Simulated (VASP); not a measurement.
# RbCd (Pm-3m) in VASP: further runs

RbCd is run at these levels: PBE; tasks: single point.

Everything below comes from runs of VASP 6.6.1. Logs are shortened: lines on timing, memory, paths and dates and some standing lists are left out, and cuts for length are marked.

### 1 The cell of the first run

The structure is cubic, space group Pm-3m (No. 221). Conventional cell: a = 4.411 Å, b = 4.411 Å, c = 4.411 Å, α = 90.00°, β = 90.00°, γ = 90.00°. Rb (site symmetry m-3m) has 8 Cd at 3.82 Å and 6 Rb at 4.41 Å within 5.0 Å. Within 5.0 Å of Cd (site symmetry m-3m) lie 8 Rb at 3.82 Å and 6 Cd at 4.41 Å.

### 2 Single point, PBE (volume scaled by 0.91)

The input, INCAR:

```
SYSTEM = RbCd
PREC = Accurate ; ENCUT = 500
EDIFF = 1E-6 ; ISMEAR = 0
SIGMA = 0.1 ; LREAL = .False.
LASPH = .True. ; NELM = 120
ALGO = Normal ; ISIF = 2
LWAVE = .False. ; LCHARG = .False.
GGA = PE ; NBANDS = 18
GGA_COMPAT = .False.
```

The input, KPOINTS:

```
Automatic mesh
0
Gamma
  12 12 12
  0 0 0
```

The input, POSCAR:

```
RbCd
1.0
    4.4108891328      0.0000000000      0.0000000000
    0.0000000000      4.4108891328      0.0000000000
    0.0000000000      0.0000000000      4.4108891328
Rb Cd
1 1
Direct
    0.5000000000      0.5000000000      0.5000000000
    0.0000000000      0.0000000000      0.0000000000
```

Potentials or basis: VASP PAW PBE potentials, release 64 (Rb_sv, Cd).

Run with:

```bash
> cat potpaw_PBE.64/Rb_sv/POTCAR potpaw_PBE.64/Cd/POTCAR > POTCAR
> mpirun -np 1 vasp_std > vasp.out
```

OUTCAR:

```text
SYSTEM = RbCd
   PREC = Accurate
   ENCUT = 500
   EDIFF = 1E-6
   ISMEAR = 0
   LREAL = .False.
   LASPH = .True.
   NELM = 120
   ISIF = 2
   GGA = PE

 ion  position               nearest neighbor table
   1  0.500  0.500  0.500-   2 3.82   2 3.82   2 3.82   2 3.82   2 3.82   2 3.82   2 3.82   2 3.82

   2  0.000  0.000  0.000-   1 3.82   1 3.82   1 3.82   1 3.82   1 3.82   1 3.82   1 3.82   1 3.82

  LATTYP: Found a simple cubic cell.
 ALAT       =     4.4108891328

  Lattice vectors:

 A1 = (   4.4108891328,   0.0000000000,   0.0000000000)
 A2 = (   0.0000000000,   4.4108891328,   0.0000000000)
 A3 = (   0.0000000000,   0.0000000000,   4.4108891328)

Analysis of symmetry for initial positions (statically):
=====================================================================
 Subroutine PRICEL returns:
 Original cell was already a primitive cell.

 Routine SETGRP: Setting up the symmetry group for a
 simple cubic supercell.

 Subroutine GETGRP returns: Found 48 space group operations
 (whereof 48 operations were pure point group operations)
 out of a pool of 48 trial point group operations.

The static configuration has the point symmetry O_h .

Analysis of symmetry for dynamics (positions and initial velocities):
=====================================================================
 Subroutine PRICEL returns:
 Original cell was already a primitive cell.

 Routine SETGRP: Setting up the symmetry group for a
 simple cubic supercell.

 Subroutine GETGRP returns: Found 48 space group operations
 (whereof 48 operations were pure point group operations)
 out of a pool of 48 trial point group operations.

The dynamic configuration has the point symmetry O_h .

 Subroutine INISYM returns: Found 48 space group operations
 (whereof 48 operations are pure point group operations),
 and found     1 'primitive' translations

----------------------------------------------------------------------------------------

                                     Primitive cell

  volume of cell :      85.8180

  direct lattice vectors                    reciprocal lattice vectors
     4.410889133  0.000000000  0.000000000     0.226711661  0.000000000  0.000000000
     0.000000000  4.410889133  0.000000000     0.000000000  0.226711661  0.000000000
     0.000000000  0.000000000  4.410889133     0.000000000  0.000000000  0.226711661

  length of vectors
     4.410889133  4.410889133  4.410889133     0.226711661  0.226711661  0.226711661
[... 73 lines left out ...]
   ISTART =      0    job   : 0-new  1-cont  2-samecut
   ICHARG =      2    charge: 1-file 2-atom 10-const
   ISPIN  =      1    spin polarized calculation?
   LNONCOLLINEAR =      F non collinear calculations
   LSORBIT =      F    spin-orbit coupling
   LASPH  =      T    aspherical Exc in radial PAW
   ENCUT  =  500.0 eV  36.75 Ry    6.06 a.u.   8.04  8.04  8.04*2*pi/ulx,y,z
   NELM   =    120;   NELMIN=  2; NELMDL= -5     # of ELM steps
   EDIFF  = 0.1E-05   stopping-criterion for ELM
   LREAL  =      F    real-space projection
   EDIFFG = 0.1E-04   stopping-criterion for IOM
   NSW    =      0    number of steps for IOM
   IBRION =     -1    ionic relax: 0-MD 1-quasi-New 2-CG
   NFREE  =      0    steps in history (QN), initial steepest desc. (CG)
   ISIF   =      2    stress and relaxation
   ISYM   =      2    0-nonsym 1-usesym 2-fastsym
   POTIM  = 0.5000    time-step for ionic-motion
   TEBEG  =    0.0;   TEEND  =   0.0 temperature during run
   PSTRESS=    0.0 pullay stress
   NELECT =      21.0000    total number of electrons
   NUPDOWN=      -1.0000    fix difference up-down
   EMIN   =  10.00;   EMAX   =-10.00  energy-range for DOS
   EFERMI =   0.00;   METHOD = LEGACY
   ISMEAR =     0;   SIGMA  =   0.10  broadening in eV -4-tet -1-fermi 0-gaus
   EFERMI_NEDOS =   21; number of points for ismear=-14 and -15
   IALGO  =     38    algorithm
   IMIX   =      4    mixing-type and parameters
     AMIX     =   0.40;   BMIX     =  1.00
     AMIX_MAG =   1.60;   BMIX_MAG =  1.00
  volume/ion in A,a.u.               =      42.91       289.56
  Fermi-wavevector in a.u.,A,eV,Ry     =   1.023973  1.935028 14.265987  1.048520
  Thomas-Fermi vector in A             =   2.157735
   LORBIT       =      0    0 simple, 1 ext, 2 COOP (PROOUT), +10 PAW based schemes
   GGA     = PE    functional components
   LHFCALC =     F    Hartree Fock is set to
   AEXX    =    0.0000 exact exchange contribution
   IVDW    =     0    specifies the selected vdW correction
   LEPSILON=     F    determine dielectric tensor
   LRPA    =     F    only Hartree local field effects (RPA)
 non-spin polarized calculation
 Gauss-broadening in eV      SIGMA  =   0.10
  energy-cutoff  :      500.00
  volume of cell :       85.82
 maximum number of plane-waves:      2224
   NGX = 17   NGY = 17   NGZ = 17

 number of electron      20.9999995 magnetization

 Free energy of the ion-electron system (eV)
  ---------------------------------------------------
  ext. energy  EPLUGINS =         0.00000000
  ---------------------------------------------------
  free energy    TOTEN  =        -1.60570269 eV

  energy without entropy =       -1.59604894  energy(sigma->0) =       -1.60087581

 E-fermi :   1.0909     XC(G=0):  -7.6858

 val. band max:        1.0888551699   @ k =   0.3333   0.2500   0.0833
 cond. band min:       1.1026978969   @ k =   0.5000   0.5000   0.4167
 fundamental gap:      0.0138427270
 Fermi energy:         1.0908541703

 k-point     1 :       0.0000    0.0000    0.0000
  band No.  band energies     occupation
      1     -27.0898      2.00000
      2     -11.1384      2.00000
      3     -11.1384      2.00000
      4     -11.1384      2.00000
      5      -7.8818      2.00000
      6      -7.8818      2.00000
[... 481 lines left out ...]
      5      -7.8592      2.00000
      6      -7.8485      2.00000
[... 10 lines left out ...]
     17       7.6261      0.00000
     18       7.6886      0.00000

 [... further k-points ...]
[... 5 lines left out ...]
  --------------------------------------------------------------------------------------
  -------------------------------------------------------------------------------------
  Total        0.4586941      0.4586941      0.4586941     -0.0000000      0.0000000     -0.0000000
  in kB        8.5635790      8.5635790      8.5635790     -0.0000000      0.0000000     -0.0000000
  external PRESSURE =       8.5635790 kB  Pullay stress =       0.0000000 kB

 VOLUME and BASIS-vectors are now :
 -----------------------------------------------------------------------------
  energy-cutoff  :      500.00
  volume of cell :       85.82
      direct lattice vectors                 reciprocal lattice vectors
     4.410889133  0.000000000  0.000000000     0.226711661  0.000000000  0.000000000
     0.000000000  4.410889133  0.000000000     0.000000000  0.226711661  0.000000000
     0.000000000  0.000000000  4.410889133     0.000000000  0.000000000  0.226711661

 POSITION                                       TOTAL-FORCE (eV/Angst)
 -----------------------------------------------------------------------------------
      2.20544      2.20544      2.20544         0.000000      0.000000      0.000000
      0.00000      0.00000      0.00000         0.000000      0.000000      0.000000
 -----------------------------------------------------------------------------------
    total drift:                                0.000000      0.000000     -0.000000

  FREE ENERGIE OF THE ION-ELECTRON SYSTEM (eV)
  ---------------------------------------------------
  free  energy   TOTEN  =        -1.6057026875 eV

  energy  without entropy=       -1.5960489370  energy(sigma->0) =       -1.60087581
```

OSZICAR:

```text
N       E                     dE             d eps       ncg     rms          rms(c)
DAV:   1     0.126468263893E+03    0.12647E+03   -0.94942E+03  3048   0.960E+02
DAV:   2     0.556263120543E+01   -0.12091E+03   -0.11734E+03  3304   0.248E+02
DAV:   3    -0.147341344637E+01   -0.70360E+01   -0.69849E+01  4826   0.556E+01
DAV:   4    -0.162532774604E+01   -0.15191E+00   -0.15168E+00  3988   0.491E+00
DAV:   5    -0.162690527029E+01   -0.15775E-02   -0.15773E-02  4284   0.440E-01    0.278E+00
DAV:   6    -0.160543102483E+01    0.21474E-01   -0.72908E-02  3428   0.196E+00    0.163E+00
DAV:   7    -0.160514995212E+01    0.28107E-03   -0.76430E-03  3374   0.555E-01    0.646E-01
DAV:   8    -0.160562745181E+01   -0.47750E-03   -0.11501E-03  3898   0.307E-01    0.415E-02
DAV:   9    -0.160569668534E+01   -0.69234E-04   -0.79890E-05  3974   0.540E-02    0.811E-03
DAV:  10    -0.160570307477E+01   -0.63894E-05   -0.70805E-06  3640   0.173E-02    0.331E-03
DAV:  11    -0.160570268749E+01    0.38729E-06   -0.13909E-06  3124   0.614E-03
   1 F= -.16057027E+01 E0= -.16008758E+01  d E =-.965375E-02
```

stdout:

```text
POSCAR found type information on POSCAR RbCd
 POSCAR found :  2 types and       2 ions
 scaLAPACK will be used
 LDA part: xc-table for (Slater+PW92), standard interpolation
 POSCAR, INCAR and KPOINTS ok, starting setup
 FFT: planning ... GRIDC
 FFT: planning ... GRID_SOFT
 FFT: planning ... GRID
 WAVECAR not read
 entering main loop
```

Wall time 50 s (1 thread of Intel Xeon 6975P-C, shared host); peak memory 0.26 GiB.

What came out:

* Free energy: -1.6057 eV
* Pressure: 0.9 GPa

### 3 Single point, PBE (volume scaled by 0.94)

The input, INCAR:

```
ALGO = Normal ; EDIFF = 1E-6
ENCUT = 500 ; GGA = PE
GGA_COMPAT = F ; ISIF = 2
ISMEAR = 0 ; LASPH = T
LCHARG = F ; LREAL = F
LWAVE = F ; NBANDS = 18
NELM = 120 ; PREC = Accurate
SIGMA = 0.1
```

The input, KPOINTS:

```
k-points
0
Gamma
  12 12 12
```

The input, POSCAR:

```
RbCd
1.0
    4.4588373364      0.0000000000      0.0000000000
    0.0000000000      4.4588373364      0.0000000000
    0.0000000000      0.0000000000      4.4588373364
Rb Cd
1 1
Direct
    0.5000000000      0.5000000000      0.5000000000
    0.0000000000      0.0000000000      0.0000000000
```

Potentials or basis: VASP PAW PBE potentials, release 64 (Rb_sv, Cd).

Run with:

```bash
> cat potpaw_PBE.64/Rb_sv/POTCAR potpaw_PBE.64/Cd/POTCAR > POTCAR
> mpirun -np 1 vasp_std > vasp.out
```

It took 82 s on 1 thread of Intel Xeon 6975P-C, shared host; peak memory 0.29 GiB.

Results (log left out):

```
Free energy : -1.6181 eV
Pressure    : 0.5 GPa
```

Levels at points of the mesh, in eV from the Fermi level:
```tsv
k point	band 6	band 7	band 8	band 9	band 10	band 11	band 12	band 13	band 14	band 15
(0.00, 0.00, 0.00)	-8.96	-8.90	-8.90	-8.90	-4.80	2.54	2.54	3.26	3.26	3.26
(0.50, 0.00, 0.00)	-8.91	-8.91	-8.90	-8.89	-3.42	-1.38	2.75	2.75	3.24	6.04
(0.50, 0.50, 0.00)	-8.93	-8.93	-8.93	-8.86	-3.02	0.31	0.31	1.97	4.61	4.91
(0.50, 0.50, 0.50)	-8.92	-8.92	-8.85	-8.85	-1.84	0.02	0.02	0.02	4.46	4.46
```

### 4 Single point, PBE (volume scaled by 0.97)

The input, INCAR:

```
  ALGO = Normal
  EDIFF = 1E-6
  ENCUT = 500
  GGA = PE
  GGA_COMPAT = F
  ISIF = 2
  ISMEAR = 0
  LASPH = T
  LCHARG = T
  LELF = T
  LREAL = F
  LVHAR = T
  LWAVE = F
  NBANDS = 18
  NELM = 120
  PREC = Accurate
  SIGMA = 0.1
```

KPOINTS is that of step 3.

The input, POSCAR:

```
RbCd
1.0
    4.5057759156      0.0000000000      0.0000000000
    0.0000000000      4.5057759156      0.0000000000
    0.0000000000      0.0000000000      4.5057759156
Rb Cd
1 1
Direct
    0.5000000000      0.5000000000      0.5000000000
    0.0000000000      0.0000000000      0.0000000000
```

Run with:

```bash
> cat potpaw_PBE.64/Rb_sv/POTCAR potpaw_PBE.64/Cd/POTCAR > POTCAR
> mpirun -np 1 vasp_std > vasp.out
```

Run time: 81 s. Hardware: 1 thread of Intel Xeon 6975P-C, shared host; peak memory 0.29 GiB.

It converged, with:

| Quantity | Value |
| --- | --- |
| Free energy | -1.6253 eV |
| Pressure | 0.3 GPa |

Levels at points of the mesh, in eV from the Fermi level:
```csv
k point,band 6,band 7,band 8,band 9,band 10,band 11,band 12,band 13,band 14,band 15
"(0.00, 0.00, 0.00)",-8.95,-8.90,-8.90,-8.90,-4.73,2.53,2.53,3.17,3.17,3.17
"(0.50, 0.00, 0.00)",-8.90,-8.90,-8.90,-8.89,-3.41,-1.34,2.71,2.71,3.23,5.95
"(0.50, 0.50, 0.00)",-8.92,-8.92,-8.92,-8.85,-3.01,0.30,0.30,1.93,4.49,4.85
"(0.50, 0.50, 0.50)",-8.91,-8.91,-8.85,-8.85,-1.89,0.06,0.06,0.06,4.32,4.32
```

### 5 The runs side by side

| cell | gap on the mesh (eV) | pressure (GPa) |
| --- | --- | --- |
| a = 4.411 Å, 2 atoms | none | 0.9 |
| a = 4.459 Å, 2 atoms | none | 0.5 |
| a = 4.506 Å, 2 atoms | none | 0.3 |

Alike in all rows: task single point; level PBE; potentials or basis VASP PAW PBE potentials, release 64 (Rb_sv, Cd); no spin polarisation; k mesh 12 × 12 × 12; cutoff (eV) 500; smearing gaussian 0.1 eV.

Absolute energies hang on the potentials; compare differences alone.
